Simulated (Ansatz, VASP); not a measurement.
## One calculation of Be, two programs

```
Be
1.0
     2.25808    0.00000    0.00000
    -1.12904    1.95555    0.00000
     0.00000    0.00000    3.55035
Be
2
Cartesian
  0.0000 1.3037 0.8876
  1.1290 0.6519 2.6628
```

Alike in both runs: functional PBEsol; k mesh 16 × 16 × 9; occupations fermi-dirac, width 0.1 eV; no spin polarisation.

Ansatz relaxed the structure, and its values are those at the end. VASP's run is a single point on that final structure, the one shown.

```csv
,VASP,Ansatz
version,VASP 6.6.1,Ansatz 0.2.0
potentials or method,"VASP PAW PBE potentials, release 64 (Be), cutoff 520 eV","plane waves (420 eV) with PAW, scalar-relativistic"
valence electrons in the cell,4,4
```

|  | VASP | Ansatz | Ansatz less VASP |
| --- | --- | --- | --- |
| pressure (GPa) | 0.4 | 0.0 | -0.38 |

VASP's potentials were made for PBE, not for PBEsol, and Ansatz warns of the same on its side.
